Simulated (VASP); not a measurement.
# CuO (P6_3/mmc) in VASP: settings compared

Aim: see how the results for CuO move with the level of theory and the settings. Levels: PBE, PBEsol, LDA. Tasks: relaxation of cell and atoms, single point.

All numbers are computed with VASP 6.6.1; they aren't measurements. Logs are shortened: lines on timing, memory, paths and dates and some standing lists are left out, and cuts for length are marked.

## (1) The cell of the first run

The structure is hexagonal, space group P6_3/mmc (No. 194). The conventional cell has a = 3.180 Å, b = 3.180 Å, c = 4.431 Å, α = 90.00°, β = 90.00°, γ = 120.00°. Cu (site symmetry -3m) has 6 O at 2.14 Å and 2 Cu at 2.22 Å within 2.8 Å. O (site symmetry -6m2) has 6 Cu at 2.14 Å and 6 O at 2.88 Å within 2.9 Å.

## (2) Relaxation of cell and atoms, PBE

The input, INCAR:

```
PREC = Accurate ; ENCUT = 600
EDIFF = 1E-7 ; ISMEAR = -1
SIGMA = 0.05 ; LREAL = F
LASPH = T ; NELM = 80
ALGO = Normal ; ISIF = 3
LWAVE = F ; LCHARG = F
GGA = PE ; IBRION = 2
NSW = 80 ; EDIFFG = -0.005
```

The input, KPOINTS:

```
regular mesh
0
Gamma
  8 8 5
```

The input, POSCAR:

```
CuO
1.0
    3.1795331000      0.0000000000      0.0000000000
   -1.5897665500      2.7535564400      0.0000000000
    0.0000000000      0.0000000000      4.4314907300
Cu O
2 2
Direct
    0.0000000000      0.0000000000      0.0000000000
    0.0000000000      0.0000000000      0.5000000000
    0.3333333333      0.6666666667      0.2500000000
    0.6666666667      0.3333333333      0.7500000000
```

Potentials or basis: VASP PAW PBE potentials, release 64 (Cu, O).

Started as:

```sh
> cat potpaw_PBE.64/Cu/POTCAR potpaw_PBE.64/O/POTCAR > POTCAR
> mpirun -np 1 vasp_std > vasp.out
```

OUTCAR:

```text
PREC = Accurate
   ENCUT = 600
   EDIFF = 1E-7
   ISMEAR = -1
   LREAL = F
   LASPH = T
   NELM = 80
   ISIF = 3
   GGA = PE
   IBRION = 2
   NSW = 80
   EDIFFG = -0.005

 ion  position               nearest neighbor table
   1  0.000  0.000  0.000-   3 2.14   4 2.14   4 2.14   3 2.14   4 2.14   3 2.14   2 2.22   2 2.22

   2  0.000  0.000  0.500-   3 2.14   4 2.14   4 2.14   3 2.14   4 2.14   3 2.14   1 2.22   1 2.22

   3  0.333  0.667  0.250-   1 2.14   2 2.14   1 2.14   2 2.14   1 2.14   2 2.14
   4  0.667  0.333  0.750-   1 2.14   2 2.14   1 2.14   2 2.14   1 2.14   2 2.14

  LATTYP: Found a hexagonal cell.
 ALAT       =     3.1795331000
 C/A-ratio  =     1.3937551806

  Lattice vectors:

 A1 = (   3.1795331000,   0.0000000000,   0.0000000000)
 A2 = (  -1.5897665500,   2.7535564400,   0.0000000000)
 A3 = (   0.0000000000,   0.0000000000,   4.4314907300)

Analysis of symmetry for initial positions (statically):
=====================================================================
 Subroutine PRICEL returns:
 Original cell was already a primitive cell.

 Routine SETGRP: Setting up the symmetry group for a
 hexagonal supercell.

 Subroutine GETGRP returns: Found 24 space group operations
 (whereof 12 operations were pure point group operations)
 out of a pool of 24 trial point group operations.

The static configuration has the point symmetry D_3d.
 The point group associated with its full space group is D_6h.

Analysis of symmetry for dynamics (positions and initial velocities):
=====================================================================
 Subroutine PRICEL returns:
 Original cell was already a primitive cell.

 Routine SETGRP: Setting up the symmetry group for a
 hexagonal supercell.

 Subroutine GETGRP returns: Found 24 space group operations
 (whereof 12 operations were pure point group operations)
 out of a pool of 24 trial point group operations.

The dynamic configuration has the point symmetry D_3d.
 The point group associated with its full space group is D_6h.

 Subroutine INISYM returns: Found 24 space group operations
 (whereof 12 operations are pure point group operations),
 and found     1 'primitive' translations

----------------------------------------------------------------------------------------

                                     Primitive cell

  volume of cell :      38.7978

  direct lattice vectors                    reciprocal lattice vectors
     3.179533100  0.000000000  0.000000000     0.314511587  0.181583349  0.000000000
    -1.589766550  2.753556440  0.000000000     0.000000000  0.363166698  0.000000000
     0.000000000  0.000000000  4.431490730     0.000000000  0.000000000  0.225657699

  length of vectors
     3.179533100  3.179533103  4.431490730     0.363166698  0.363166698  0.225657699

  position of ions in fractional coordinates (direct lattice)
     0.000000000  0.000000000  0.000000000
     0.000000000  0.000000000  0.500000000
     0.333333333  0.666666667  0.250000000
     0.666666667  0.333333333  0.750000000

  ion indices of the primitive-cell ions
   primitive index   ion index
                 1           1
                 2           2
                 3           3
                 4           4

----------------------------------------------------------------------------------------

 KPOINTS: regular mesh

Automatic generation of k-mesh.
 Grid dimensions read from file:
 generate k-points for:    8    8    5

 Generating k-lattice:

  Cartesian coordinates                     Fractional coordinates (reciprocal lattice)
     0.039313948  0.022697919  0.000000000     0.125000000  0.000000000  0.000000000
     0.000000000  0.045395837  0.000000000     0.000000000  0.125000000  0.000000000
     0.000000000  0.000000000  0.045131540     0.000000000  0.000000000  0.200000000

  Length of vectors
     0.045395837  0.045395837  0.045131540

  Shift w.r.t. Gamma in fractional coordinates (k-lattice)
     0.000000000  0.000000000  0.000000000

 Subroutine IBZKPT returns following result:
 ===========================================

 Found     30 irreducible k-points:

 Following reciprocal coordinates:
            Coordinates               Weight
  0.000000  0.000000  0.000000      1.000000
  0.125000  0.000000  0.000000      6.000000
  0.250000  0.000000  0.000000      6.000000
  0.375000  0.000000  0.000000      6.000000
  0.500000  0.000000  0.000000      3.000000
  0.125000  0.125000  0.000000      6.000000
[... 16 lines left out ...]
  0.250000  0.000000  0.400000     12.000000
  0.375000  0.000000  0.400000     12.000000
 [... further k-points ...]
   k-points           NKPTS =     30   k-points in BZ     NKDIM =     30   number of bands    NBANDS=     21
   number of dos      NEDOS =    301   number of ions     NIONS =      4
   total plane-waves  NPLWV =  28224
   dimension x,y,z NGX =    28 NGY =   28 NGZ =   36
   dimension x,y,z NGXF=    56 NGYF=   56 NGZF=   72
   ions per type =               2   2
   NGX,Y,Z   is equivalent  to a cutoff of  14.64, 14.64, 13.51 a.u.
   NGXF,Y,Z  is equivalent  to a cutoff of  29.28, 29.28, 27.01 a.u.
 SYSTEM =  unknown system
   PREC   = accura    normal or accurate (medium, high low for compatibility)
   ISTART =      0    job   : 0-new  1-cont  2-samecut
   ICHARG =      2    charge: 1-file 2-atom 10-const
   ISPIN  =      1    spin polarized calculation?
   LNONCOLLINEAR =      F non collinear calculations
   LSORBIT =      F    spin-orbit coupling
   LASPH  =      T    aspherical Exc in radial PAW
   ENCUT  =  600.0 eV  44.10 Ry    6.64 a.u.   6.35  6.35  8.85*2*pi/ulx,y,z
   NELM   =     80;   NELMIN=  2; NELMDL= -5     # of ELM steps
   EDIFF  = 0.1E-06   stopping-criterion for ELM
   LREAL  =      F    real-space projection
   EDIFFG = -.5E-02   stopping-criterion for IOM
   NSW    =     80    number of steps for IOM
   IBRION =      2    ionic relax: 0-MD 1-quasi-New 2-CG
   NFREE  =      1    steps in history (QN), initial steepest desc. (CG)
   ISIF   =      3    stress and relaxation
   ISYM   =      2    0-nonsym 1-usesym 2-fastsym
   POTIM  = 0.5000    time-step for ionic-motion
   TEBEG  =    0.0;   TEEND  =   0.0 temperature during run
   PSTRESS=    0.0 pullay stress
   NELECT =      34.0000    total number of electrons
   NUPDOWN=      -1.0000    fix difference up-down
   EMIN   =  10.00;   EMAX   =-10.00  energy-range for DOS
   EFERMI =   0.00;   METHOD = LEGACY
   ISMEAR =    -1;   SIGMA  =   0.05  broadening in eV -4-tet -1-fermi 0-gaus
   EFERMI_NEDOS =   21; number of points for ismear=-14 and -15
   IALGO  =     38    algorithm
   IMIX   =      4    mixing-type and parameters
     AMIX     =   0.40;   BMIX     =  1.00
     AMIX_MAG =   1.60;   BMIX_MAG =  1.00
  volume/ion in A,a.u.               =       9.70        65.46
  Fermi-wavevector in a.u.,A,eV,Ry     =   1.566626  2.960494 33.393023  2.454318
  Thomas-Fermi vector in A             =   2.668926
   LORBIT       =      0    0 simple, 1 ext, 2 COOP (PROOUT), +10 PAW based schemes
   GGA     = PE    functional components
   LHFCALC =     F    Hartree Fock is set to
   AEXX    =    0.0000 exact exchange contribution
   IVDW    =     0    specifies the selected vdW correction
   LEPSILON=     F    determine dielectric tensor
   LRPA    =     F    only Hartree local field effects (RPA)
 conjugate gradient relaxation of ions
 non-spin polarized calculation
  energy-cutoff  :      600.00
  volume of cell :       38.80
 maximum number of plane-waves:      1314
 NGX is ok and might be reduce to    28
   NGX = 13   NGY = 13   NGZ = 17

--------------------------------------- Ionic step        1  -------------------------------------------

 number of electron      34.0000023 magnetization

 Free energy of the ion-electron system (eV)
  ---------------------------------------------------
  ext. energy  EPLUGINS =         0.00000000
  ---------------------------------------------------
  free energy    TOTEN  =       -18.13646824 eV

  energy without entropy =      -18.10309127  energy(sigma->0) =      -18.11977976

------------------------ aborting loop because EDIFF is reached ----------------------------------------

  FORCE on cell =-STRESS in cart. coord.  units (eV):
  Direction    XX          YY          ZZ          XY          YZ          ZX
  --------------------------------------------------------------------------------------
  -------------------------------------------------------------------------------------
  Total       -2.2525673     -2.2525674      9.1594115      0.0000000      0.0000000     -0.0000000
  in kB      -93.0210395    -93.0210397    378.2430656      0.0000000      0.0000000     -0.0000000
  external PRESSURE =      64.0669955 kB  Pullay stress =       0.0000000 kB
[... 95 lines left out ...]
  FREE ENERGIE OF THE ION-ELECTRON SYSTEM (eV)
  ---------------------------------------------------
  free  energy   TOTEN  =       -18.7614783000 eV

  energy  without entropy=      -18.7260727002  energy(sigma->0) =      -18.74377550

[... ionic steps 4 to 9 ...]

--------------------------------------- Ionic step       10  -------------------------------------------

 number of electron      34.0000034 magnetization

------------------------ aborting loop because EDIFF is reached ----------------------------------------

  FORCE on cell =-STRESS in cart. coord.  units (eV):
  Direction    XX          YY          ZZ          XY          YZ          ZX
  --------------------------------------------------------------------------------------
  -------------------------------------------------------------------------------------
  Total       -0.0584246     -0.0584246     -0.0357536      0.0000000     -0.0000000     -0.0000000
  in kB       -2.4096769     -2.4096769     -1.4746294      0.0000000     -0.0000000     -0.0000000
  external PRESSURE =      -2.0979944 kB  Pullay stress =       0.0000000 kB
[... 61 lines left out ...]
  energy  without entropy=      -18.8215929062  energy(sigma->0) =      -18.83793249

--------------------------------------- Ionic step       12  -------------------------------------------

 number of electron      34.0000032 magnetization

 Free energy of the ion-electron system (eV)
  ---------------------------------------------------
  ext. energy  EPLUGINS =         0.00000000
  ---------------------------------------------------
  free energy    TOTEN  =       -18.85427657 eV

  energy without entropy =      -18.82158280  energy(sigma->0) =      -18.83792969

 E-fermi :   5.9182     XC(G=0): -12.2628

 val. band max:        5.9129654387   @ k =   0.0000   0.0000   0.4000
 cond. band min:       5.9372809738   @ k =   0.2500   0.1250   0.0000
 fundamental gap:      0.0243155351
 Fermi energy:         5.9181825547

 k-point     1 :       0.0000    0.0000    0.0000
  band No.  band energies     occupation
      1     -13.4706      2.00000
      2     -12.3620      2.00000
      3      -1.4994      2.00000
      4       1.2108      2.00000
      5       1.2108      2.00000
      6       2.5350      2.00000
[... 550 lines left out ...]
      5       1.2909      2.00000
      6       1.3615      2.00000
[... 13 lines left out ...]
     20      12.2654      0.00000
     21      15.9569      0.00000

 [... further k-points ...]

------------------------ aborting loop because EDIFF is reached ----------------------------------------

  FORCE on cell =-STRESS in cart. coord.  units (eV):
  Direction    XX          YY          ZZ          XY          YZ          ZX
  --------------------------------------------------------------------------------------
  -------------------------------------------------------------------------------------
  Total       -0.0037095     -0.0037095     -0.0077774      0.0000000      0.0000000     -0.0000000
  in kB       -0.1532148     -0.1532148     -0.3212336      0.0000000      0.0000000     -0.0000000
  external PRESSURE =      -0.2092210 kB  Pullay stress =       0.0000000 kB
[... 19 lines left out ...]
  FREE ENERGIE OF THE ION-ELECTRON SYSTEM (eV)
  ---------------------------------------------------
  free  energy   TOTEN  =       -18.8542765702 eV

  energy  without entropy=      -18.8215828007  energy(sigma->0) =      -18.83792969

 reached required accuracy - stopping structural energy minimisation
```

Wall time 3.6 min (1 thread of Intel Xeon Platinum 8488C (Sapphire Rapids), shared host); peak memory 0.18 GiB.

What came out:

```yaml
Free_energy: -18.8543 eV
Relaxed_volume: 9.70 Å³/atom
Relaxed_cell: a = 2.965 Å, b = 2.965 Å, c = 5.096 Å, α = 90.00°, β = 90.00°, γ = 120.00°
Space_group_after_relaxing_to_0.1_Å: P6_3/mmc (No. 194)
Energy_gained_by_relaxing: 179.5 meV/atom
Ionic_steps: 12
Pressure_after_relaxing: 0.0 GPa
Band_gap_on_the_k_mesh: zero (bands 17 and 18 overlap by 0.71 eV)
```

Step by step:
| step | energy change (eV) | largest force (eV/Å) | pressure (GPa) | volume (Å³) |
| --- | --- | --- | --- | --- |
| 1 | 0.0000 | 0.0000 | 6.41 | 38.80 |
| 2 | -0.6008 | 0.0000 | -6.24 | 40.77 |
| 3 | -0.6250 | 0.0000 | -9.84 | 41.54 |
| 4 | -0.6296 | 0.0000 | -8.66 | 41.26 |
| 5 | -0.7132 | 0.0000 | 2.66 | 38.23 |
| 6 | -0.7172 | 0.0000 | 0.43 | 38.73 |
| 7 | -0.7172 | 0.0000 | 0.22 | 38.78 |
| 8 | -0.7177 | 0.0000 | -0.06 | 38.82 |
| 9 | -0.7178 | 0.0000 | -0.23 | 38.85 |
| 10 | -0.7178 | 0.0000 | -0.21 | 38.85 |
| 11 | -0.7178 | 0.0000 | 0.07 | 38.78 |
| 12 | -0.7178 | 0.0000 | -0.02 | 38.79 |

Final structure:
```
Cu O
1.0
     2.96480    0.00000    0.00000
    -1.48240    2.56759    0.00000
     0.00000    0.00000    5.09567
Cu O
2 2
Direct
  0.00000 0.00000 0.00000
  0.00000 0.00000 0.50000
  0.33333 0.66667 0.25000
  0.66667 0.33333 0.75000
```

Caveat: semilocal functionals often make such compounds metallic where correlation or magnetic order opens a gap, which also shifts bond lengths. With open d or f shells a metallic result of PBE can be an artefact of self-interaction; +U or a hybrid may open a gap.

## (3) Relaxation of cell and atoms, PBEsol

The input, INCAR:

```
SYSTEM = CuO
PREC = Accurate
ENCUT = 600
EDIFF = 1E-6
ISMEAR = -1
SIGMA = 0.05
LREAL = .False.
LASPH = .True.
NELM = 60
ALGO = Normal
ISIF = 3
LWAVE = .False.
LCHARG = .False.
GGA = PS
IBRION = 2
NSW = 80
EDIFFG = -0.005
```

The input, KPOINTS:

```
Automatic mesh
0
Gamma
  8 8 5
  0 0 0
```

POSCAR is that of step 2.

Potentials or basis: VASP PAW PBE potentials, release 64 (Cu, O).

Started as:

```sh
> cat potpaw_PBE.64/Cu/POTCAR potpaw_PBE.64/O/POTCAR > POTCAR
> mpirun -np 1 vasp_std > vasp.out
```

Wall time 2.8 min (1 thread of Intel Xeon Platinum 8488C (Sapphire Rapids), shared host); peak memory 0.19 GiB.

It converged, with:

- Free energy: -20.7173 eV
- Relaxed volume: 9.24 Å³/atom
- Relaxed cell: a = 2.914 Å, b = 2.914 Å, c = 5.028 Å, α = 90.00°, β = 90.00°, γ = 120.00°
- Space group after relaxing (to 0.1 Å): P6_3/mmc (No. 194)
- Energy gained by relaxing: 182.7 meV/atom
- Ionic steps: 11
- Pressure after relaxing: 0.0 GPa
- Band gap on the k mesh: zero (bands 17 and 18 overlap by 0.76 eV)

Step by step:
```
step  energy change (eV)  largest force (eV/Å)  pressure (GPa)  volume (Å³)
   1              0.0000                0.0000           -2.44        38.80
   2             -0.6322                0.0000           -2.06        37.75
   3             -0.7233                0.0000            1.23        36.62
   4             -0.7305                0.0000            0.48        36.86
   5             -0.7305                0.0000            0.42        36.91
   6             -0.7304                0.0000           -0.57        37.07
   7             -0.7305                0.0000            0.03        36.98
   8             -0.7305                0.0000           -0.10        36.98
   9             -0.7305                0.0000           -0.02        36.98
  10             -0.7306                0.0000           -0.02        36.97
  11             -0.7306                0.0000           -0.02        36.97
```

Final structure:
```yaml
crystal:
  lattice:
    - [2.91353, 0.00000, 0.00000]
    - [-1.45676, 2.52319, 0.00000]
    - [0.00000, 0.00000, 5.02837]
  atoms:
    - { symbol: Cu, position: [0.00000, 0.00000, 0.00000] }
    - { symbol: Cu, position: [0.00000, 0.00000, 0.50000] }
    - { symbol: O, position: [0.33333, 0.66667, 0.25000] }
    - { symbol: O, position: [0.66667, 0.33333, 0.75000] }
```

Levels at points of the mesh, in eV from the Fermi level:
```csv
k point,band 15,band 16,band 17,band 18,band 19,band 20
"(0.00, 0.00, 0.00)",-1.88,-1.08,0.55,0.55,1.37,5.93
"(0.50, 0.00, 0.00)",-1.47,-1.38,0.38,0.58,6.32,7.92
```

Caveat: the PAW data sets were made with another functional, which shifts forces and pressure a little; semilocal functionals often make such compounds metallic where correlation or magnetic order opens a gap, which also shifts bond lengths.

## (4) Relaxation of cell and atoms, LDA

The input, INCAR:

```
SYSTEM = CuO
PREC = Accurate
ENCUT = 600
EDIFF = 1E-7
ISMEAR = -1
SIGMA = 0.05
LREAL = .False.
LASPH = .True.
NELM = 80
ALGO = Normal
ISIF = 3
LWAVE = .False.
LCHARG = .False.
GGA = CA
IBRION = 2
NSW = 80
EDIFFG = -0.005
```

The input, KPOINTS:

```
regular mesh
0
Gamma
  8 8 5
  0 0 0
```

POSCAR is that of step 3.

Potentials or basis: VASP PAW LDA potentials, release 64 (Cu, O).

Started as:

```sh
> cat potpaw_LDA.64/Cu/POTCAR potpaw_LDA.64/O/POTCAR > POTCAR
> mpirun -np 1 vasp_std > vasp.out
```

Wall time 2.4 min (1 thread of Intel Xeon Platinum 8488C (Sapphire Rapids), shared host); peak memory 0.17 GiB.

It converged, with:

```yaml
Free_energy: -22.5848 eV
Relaxed_volume: 8.91 Å³/atom
Relaxed_cell: a = 2.879 Å, b = 2.879 Å, c = 4.964 Å, α = 90.00°, β = 90.00°, γ = 120.00°
Space_group_after_relaxing_to_0.1_Å: P6_3/mmc (No. 194)
Energy_gained_by_relaxing: 198.8 meV/atom
Ionic_steps: 7
Pressure_after_relaxing: 0.0 GPa
Band_gap_on_the_k_mesh: zero (bands 17 and 18 overlap by 0.80 eV)
```

The path:
| step | energy change (eV) | largest force (eV/Å) | pressure (GPa) | volume (Å³) |
| --- | --- | --- | --- | --- |
| 1 | 0.0000 | 0.0000 | -9.59 | 38.80 |
| 2 | -0.6884 | 0.0000 | 3.79 | 35.43 |
| 3 | -0.7237 | 0.0000 | 10.06 | 34.40 |
| 4 | -0.7715 | 0.0000 | -6.49 | 36.72 |
| 5 | -0.7929 | 0.0000 | -1.08 | 35.86 |
| 6 | -0.7952 | 0.0000 | -0.32 | 35.70 |
| 7 | -0.7954 | 0.0000 | -0.04 | 35.64 |

Final structure:
```xyz
4
Lattice="2.8794 0.0000 0.0000 -1.4397 2.4937 0.0000 0.0000 0.0000 4.9638" Properties=species:S:1:pos:R:3 pbc="T T T"
Cu    0.0000    0.0000    0.0000
Cu    0.0000    0.0000    2.4819
O     0.0000    1.6624    1.2410
O     1.4397    0.8312    3.7229
```

Levels at points of the mesh, in eV from the Fermi level:
```
           k point  band 15  band 16  band 17  band 18  band 19  band 20
(0.00, 0.00, 0.00)    -1.99    -1.12     0.58     0.58     1.67     6.07
(0.50, 0.00, 0.00)    -1.54    -1.42     0.40     0.60     6.47     8.10
```

Caveat: semilocal functionals often make such compounds metallic where correlation or magnetic order opens a gap, which also shifts bond lengths. With open d or f shells a metallic result of LDA can be an artefact of self-interaction; +U or a hybrid may open a gap.

[end of part 1 of 2]
